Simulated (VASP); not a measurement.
# TiO2 (I4_1/amd) in VASP: a series of runs, part 2 of 2

VASP 6.6.1.

**4. Single point, PBE**

This run uses another cell than the first one, of 11.35 Å³/atom.

INCAR reads:

```
SYSTEM = TiO2
PREC     = Accurate       ! precision mode
ENCUT    = 600            ! plane-wave cutoff, eV
EDIFF    = 1E-6           ! SCF threshold, eV
ISMEAR   = 0              ! smearing method
SIGMA    = 0.02           ! smearing width, eV
LREAL    = .FALSE.        ! projectors in reciprocal space
LASPH    = .TRUE.         ! aspherical terms in the spheres
NELM     = 120            ! most SCF steps
ALGO     = Normal         ! electronic algorithm
ISIF     = 2              ! what is computed and relaxed
LWAVE    = .FALSE.        ! write WAVECAR
LCHARG   = .FALSE.        ! write CHGCAR
GGA      = PE             ! functional
NBANDS   = 33             ! bands
GGA_COMPAT= .FALSE.
```

KPOINTS reads:

```
regular mesh
0
G
  10 10 10
  0 0 0
```

POSCAR reads:

```
TiO2
1.0
   -1.8921000000      1.8921000000      4.7573000000
    1.8921000000     -1.8921000000      4.7573000000
    1.8921000000      1.8921000000     -4.7573000000
Ti O
2 4
Direct
    0.0000000000      0.0000000000      0.0000000000
    0.7500000000      0.2500000000      0.5000000000
    0.2087868620      0.2087868620      0.0000000000
    0.9587868620      0.4587868620      0.5000000000
    0.5412131380      0.0412131380      0.5000000000
    0.7912131380      0.7912131380      0.0000000000
```

Potentials or basis: VASP PAW PBE potentials, release 64 (Ti_sv, O).

On the command line:

```console
> cat potpaw_PBE.64/Ti_sv/POTCAR potpaw_PBE.64/O/POTCAR > POTCAR
> mpirun -np 1 vasp_std > vasp.out
```

OUTCAR:

```text
SYSTEM = TiO2
   PREC = Accurate
   ENCUT = 600
   EDIFF = 1E-6
   ISMEAR = 0
   LREAL = .FALSE.
   LASPH = .TRUE.
   NELM = 120
   ISIF = 2
   GGA = PE

 ion  position               nearest neighbor table
   1  0.000  0.000  0.000-   5 1.93   4 1.93   5 1.93   4 1.93   3 1.99   6 1.99
   2  0.750  0.250  0.500-   6 1.93   3 1.93   6 1.93   3 1.93   4 1.99   5 1.99
   3  0.209  0.209  0.000-   2 1.93   2 1.93   1 1.99
   4  0.959  0.459  0.500-   1 1.93   1 1.93   2 1.99
   5  0.541  0.041  0.500-   1 1.93   1 1.93   2 1.99
   6  0.791  0.791  0.000-   2 1.93   2 1.93   1 1.99

  LATTYP: Found a body centered tetragonal cell.
 ALAT       =     3.7842000000
 C/A-ratio  =     2.5142962846

  Lattice vectors:

 A1 = (  -1.8921000000,   1.8921000000,   4.7573000000)
 A2 = (   1.8921000000,  -1.8921000000,   4.7573000000)
 A3 = (   1.8921000000,   1.8921000000,  -4.7573000000)

Analysis of symmetry for initial positions (statically):
=====================================================================
 Subroutine PRICEL returns:
 Original cell was already a primitive cell.

[... 184 lines left out ...]
 fundamental gap:      2.0910252544
 Fermi energy:         3.6250164028

 k-point     1 :       0.0000    0.0000    0.0000
  band No.  band energies     occupation
      1     -53.0026      2.00000
      2     -52.9422      2.00000
      3     -29.4652      2.00000
      4     -29.2280      2.00000
      5     -29.2280      2.00000
      6     -29.1565      2.00000
[... 853 lines left out ...]
     32       9.9012      0.00000
     33      10.8089      0.00000

 [... further k-points ...]

------------------------ aborting loop because EDIFF is reached ----------------------------------------

  FORCE on cell =-STRESS in cart. coord.  units (eV):
  Direction    XX          YY          ZZ          XY          YZ          ZX
  --------------------------------------------------------------------------------------
  -------------------------------------------------------------------------------------
  Total        2.2283059      2.2283059      2.3027622      0.0000000     -0.0000000      0.0000000
  in kB       52.4054777     52.4054777     54.1565484      0.0000000     -0.0000000      0.0000000
  external PRESSURE =      52.9891679 kB  Pullay stress =       0.0000000 kB

 VOLUME and BASIS-vectors are now :
 -----------------------------------------------------------------------------
  energy-cutoff  :      600.00
  volume of cell :       68.13
      direct lattice vectors                 reciprocal lattice vectors
    -1.892100000  1.892100000  4.757300000     0.000000000  0.264256646  0.105101633
     1.892100000 -1.892100000  4.757300000     0.264256646  0.000000000  0.105101633
     1.892100000  1.892100000 -4.757300000     0.264256646  0.264256646  0.000000000

 POSITION                                       TOTAL-FORCE (eV/Angst)
 -----------------------------------------------------------------------------------
      0.00000      0.00000      0.00000        -0.000000     -0.000000     -0.000000
      0.00000      1.89210      2.37865        -0.000000     -0.000000      0.000000
      0.00000      0.00000      1.98652         0.000000      0.000000      0.021376
      0.00000      1.89210      4.36517        -0.000000     -0.000000      0.021376
      0.00000      1.89210      0.39213         0.000000      0.000000     -0.021376
      0.00000      0.00000      7.52808        -0.000000     -0.000000     -0.021376
 -----------------------------------------------------------------------------------
    total drift:                                0.000000     -0.000000     -0.000000

  FREE ENERGIE OF THE ION-ELECTRON SYSTEM (eV)
  ---------------------------------------------------
  free  energy   TOTEN  =       -53.8365956538 eV

  energy  without entropy=      -53.8365956538  energy(sigma->0) =      -53.83659565
```

OSZICAR:

```text
N       E                     dE             d eps       ncg     rms          rms(c)
DAV:   1     0.700276919983E+03    0.70028E+03   -0.26468E+04  6732   0.187E+03
DAV:   2     0.393128679921E+02   -0.66096E+03   -0.61421E+03  7255   0.534E+02
DAV:   3    -0.655923452540E+02   -0.10491E+03   -0.10245E+03  9202   0.199E+02
DAV:   4    -0.708242246234E+02   -0.52319E+01   -0.52211E+01 10208   0.437E+01
DAV:   5    -0.710181800871E+02   -0.19396E+00   -0.19391E+00  8700   0.676E+00    0.322E+01
DAV:   6    -0.539627944685E+02    0.17055E+02   -0.77817E+01  9410   0.889E+01    0.109E+01
DAV:   7    -0.540497712952E+02   -0.86977E-01   -0.14745E+01  8959   0.325E+01    0.947E+00
DAV:   8    -0.538955148860E+02    0.15426E+00   -0.52539E-01  8821   0.628E+00    0.662E+00
DAV:   9    -0.538986786359E+02   -0.31637E-02   -0.81962E-01  9338   0.103E+01    0.240E+00
DAV:  10    -0.538494916913E+02    0.49187E-01   -0.38971E-01  9217   0.636E+00    0.980E-01
DAV:  11    -0.538370159664E+02    0.12476E-01   -0.45214E-02  8801   0.150E+00    0.415E-01
DAV:  12    -0.538369556247E+02    0.60342E-04   -0.66197E-03  7921   0.907E-01    0.164E-01
DAV:  13    -0.538366054315E+02    0.35019E-03   -0.11233E-03  9272   0.368E-01    0.310E-02
DAV:  14    -0.538365922648E+02    0.13167E-04   -0.17245E-04  9285   0.114E-01    0.124E-02
DAV:  15    -0.538365956736E+02   -0.34088E-05   -0.27704E-05  8255   0.362E-02    0.774E-03
DAV:  16    -0.538365956538E+02    0.19769E-07   -0.29530E-06  7115   0.112E-02
   1 F= -.53836596E+02 E0= -.53836596E+02  d E =-.824801E-56
```

stdout:

```text
POSCAR found type information on POSCAR TiO
 POSCAR found :  2 types and       6 ions
 scaLAPACK will be used
 LDA part: xc-table for (Slater+PW92), standard interpolation
 POSCAR, INCAR and KPOINTS ok, starting setup
 FFT: planning ... GRIDC
 FFT: planning ... GRID_SOFT
 FFT: planning ... GRID
 WAVECAR not read
 entering main loop
```

Run time: 15 min. Hardware: 1 thread of Oxide Virtual Turin-like, shared host; peak memory 0.43 GiB.

What came out:

```yaml
Free_energy: -53.8366 eV
Pressure: 5.3 GPa
Largest_force: 0.021 eV/Å
Band_gap_on_the_k_mesh: 2.09 eV (least direct gap 2.44 eV)
```

Forces on the atoms (eV/Å):
```
Ti   0.000  0.000  0.000
Ti   0.000  0.000  0.000
O    0.000  0.000  0.021
O    0.000  0.000  0.021
O    0.000  0.000 -0.021
O    0.000  0.000 -0.021
```

Stress tensor (GPa, compression positive):
```
5.24 0.00 0.00
0.00 5.24 0.00
0.00 0.00 5.42
```

Levels at points of the mesh, in eV from the valence-band top:
| k point | band 21 | band 22 | band 23 | band 24 | band 25 | band 26 | band 27 | band 28 |
| --- | --- | --- | --- | --- | --- | --- | --- | --- |
| (0.00, 0.00, 0.00) | -0.77 | -0.77 | -0.48 | -0.48 | 2.09 | 2.83 | 3.94 | 3.94 |
| (0.50, 0.00, 0.00) | -1.96 | -0.96 | -0.86 | -0.65 | 3.22 | 3.52 | 3.54 | 3.65 |
| (0.50, 0.50, 0.00) | -2.09 | -2.09 | -0.03 | -0.03 | 3.33 | 3.33 | 3.81 | 3.81 |
| (0.50, 0.50, 0.50) | -1.28 | -1.28 | -0.13 | -0.13 | 2.45 | 2.45 | 3.74 | 3.74 |

Caveat: the cell stands under pressure. A k mesh can miss the band edges.

**5. The runs side by side**

```csv
task,cell,gap on the mesh (eV),pressure (GPa),largest force (eV/Å)
relaxation of shape and atoms at fixed volume,"relaxed from a = 5.487 Å, angles 139.9, 139.9, 58.0°, 6 atoms, atomic positions A",2.08,5.8,-
relaxation of shape and atoms at fixed volume,"relaxed from a = 5.291 Å, angles 138.8, 138.8, 59.7°, 6 atoms, atomic positions B",1.95,18.4,0.01
single point,"a = 5.458 Å, angles 139.4, 139.4, 58.7°, 6 atoms, atomic positions C",2.09,5.3,0.02
```

Alike in all rows: level PBE; potentials or basis VASP PAW PBE potentials, release 64 (Ti_sv, O); no spin polarisation; k mesh 10 × 10 × 10; cutoff (eV) 600; smearing gaussian 0.02 eV.

Caveats: the cell stands under pressure (at least some runs).

Total energies depend on the potentials used, so only differences within one code and one set of settings carry meaning.
